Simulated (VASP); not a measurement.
Set up this calculation in VASP 6.6.1, as the native input.

```
Task                   : single point
Functional             : PBE
Potentials or basis    : VASP PAW PBE potentials, release 64 (Pb_d, Te)
Cutoff                 : 520 eV
k mesh                 : 8 × 8 × 6
Occupations            : gaussian, width 0.05 eV
Spin                   : no spin polarisation
Dipole correction      : no
Further INCAR settings : ALGO = Normal; EDIFF = 1e-06; NBANDS = 28
```

The structure of TePb lies in POSCAR:

```
TePb
1.0
    4.6396554898      0.0000000000      0.0000000000
   -2.3198277449      4.0180595189      0.0000000000
    0.0000000000      0.0000000000      8.0366538678
Pb Te
2 2
Direct
    0.0000000000      0.0000000000      0.0000000000
    0.0000000000      0.0000000000      0.5000000000
    0.3333333333      0.6666666667      0.2500000000
    0.6666666667      0.3333333333      0.7500000000
```

This cell differs from its parent crystal: volume scaled by 1.040.

One way to write it, as run:

INCAR

```
  PREC = Accurate
  ENCUT = 520
  EDIFF = 1E-6
  ISMEAR = 0
  SIGMA = 0.05
  LREAL = F
  LASPH = T
  NELM = 60
  ALGO = Normal
  ISIF = 2
  LWAVE = F
  LCHARG = T
  GGA = PE
  LELF = T
  LVHAR = T
  NBANDS = 28
```

KPOINTS

```
regular mesh
0
Gamma
  8 8 6
```

Potentials or basis: VASP PAW PBE potentials, release 64 (Pb_d, Te).

The run is started by

```sh
$ cat potpaw_PBE.64/Pb_d/POTCAR potpaw_PBE.64/Te/POTCAR > POTCAR
$ mpirun -np 1 vasp_std > vasp.out
```

Results of the run:

```json
{"Pressure": "-1.4 GPa", "Band gap on the k mesh": "0.24 eV, indirect (least direct gap 0.30 eV)"}
```

Caveat: spin-orbit coupling is left out, which moves the levels of the heavy elements.

Run time: 3.3 min on 1 thread of AMD EPYC 7R43 64-Core Processor (Zen 3), on a shared host, peak memory 0.29 GiB.
